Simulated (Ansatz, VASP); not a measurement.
BaS: VASP beside Ansatz

INCAR

```
PREC     = Accurate       # precision mode
ENCUT    = 520            # plane-wave cutoff, eV
EDIFF    = 1E-7           # SCF threshold, eV
ISMEAR   = 0              # smearing method
SIGMA    = 0.05           # smearing width, eV
LREAL    = False          # projectors in reciprocal space
LASPH    = True           # aspherical terms in the spheres
NELM     = 60             # most SCF steps
ALGO     = Normal         # electronic algorithm
ISIF     = 2              # what is computed and relaxed
LWAVE    = False          # write WAVECAR
LCHARG   = True           # write CHGCAR
GGA      = PS             # functional
LELF     = True           # ELF
LVHAR    = True         
NBANDS   = 15             # bands
```

File KPOINTS:

```
regular mesh
0
Gamma
  8 8 8
```

The input POSCAR:

```
BaS
1.0
    0.0000000000      3.4687019119      3.4687019119
    3.4687019119      0.0000000000      3.4687019119
    3.4687019119      3.4687019119      0.0000000000
Ba S
1 1
Direct
    0.0172975371      0.0172975371     -0.0172975371
    0.2500000000      0.2500000000      0.2500000000
```

Input for Ansatz:

```yaml
crystal:
  lattice:
    - [0.0, 3.4687019119, 3.4687019119]
    - [3.4687019119, 0.0, 3.4687019119]
    - [3.4687019119, 3.4687019119, 0.0]
  atoms:
    - { symbol: Ba, position: [0.0172975371, 0.0172975371, -0.0172975371] }
    - { symbol: S, position: [0.25, 0.25, 0.25] }
basis:
  ecutwfc: 420
  ecutrho_ratio: 4
kpoints:
  mp_grid: { grid: [8, 8, 8] }
hamiltonian:
  xc: pbesol
scf:
  occupations: { method: gaussian, width: 0.05 }
output:
  forces: true
  stress: true
  eigenvalues: true
  write_density: true
  write_potential: true
  elf: true
  volumetric_format: npy
```

Alike in both runs: task single point; functional PBEsol; k mesh 8 × 8 × 8; occupations gaussian, width 0.05 eV; no spin polarisation.

|  | VASP | Ansatz |
| --- | --- | --- |
| version | VASP 6.6.1 | Ansatz 0.2.0 |
| potentials or method | VASP PAW PBE potentials, release 64 (Ba_sv, S), cutoff 520 eV | scalar-relativistic, plane waves, PAW |
| valence electrons in the cell | 16 | 16 |

|  | VASP | Ansatz | Ansatz less VASP |
| --- | --- | --- | --- |
| gap on the k mesh at the Fermi level (eV) | 2.67 | 2.65 | -0.016 |
| least direct gap on the mesh (eV) | 3.31 | 3.35 | +0.038 |
| pressure (GPa) | 0.7 | 0.1 | -0.53 |
| traceless stress, the component that is largest in VASP (GPa) | 1.33 | 1.17 | -0.156 |
| rms of the force components (eV/Å) | 0.268 | 0.245 | -0.0230 |

VASP's potentials were made for PBE, not for PBEsol. Atom by atom the forces differ by 0.023 eV/Å (rms over components). The functional is the same, so the differences come from potentials, cutoffs and numerics.

Spin-orbit coupling is off throughout.
